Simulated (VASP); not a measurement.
The system is PbS.

```
CELL_PARAMETERS angstrom
2.95468 -2.96891 0.28852
2.95468 2.96891 0.28852
-0.58357 0.00000 5.92619
ATOMIC_POSITIONS crystal
Pb 0.74998 0.74998 0.75000
Pb 0.25002 0.25002 0.25000
S 0.25008 0.25008 0.75003
S 0.74992 0.74992 0.24997
```

Base run:

```yaml
Program: VASP 6.6.1
Functional: LDA
Potentials_or_basis: VASP PAW LDA potentials, release 64 (Pb_d, S)
Cutoff: 520 eV
k_mesh: 6 × 6 × 4
Occupations: gaussian, width 0.01 eV
Spin: no spin polarisation
```

Its results: band gap on the k mesh 0.22 eV; pressure -2.8 GPa.

Problem. The run is repeated on the same cell with these changes: functional from LDA to r2SCAN; potentials or basis from VASP PAW LDA potentials, release 64 (Pb_d, S) to VASP PAW PBE potentials, release 64 (Pb_d, S). What comes out?

Solution. Band gap on the k mesh 0.64 eV; pressure 1.0 GPa.

Caveats: spin-orbit coupling is left out, which moves the levels of the heavy elements; the PAW data sets were made with another functional, which shifts forces and pressure a little (at least some runs).

A k mesh can miss the band edges.
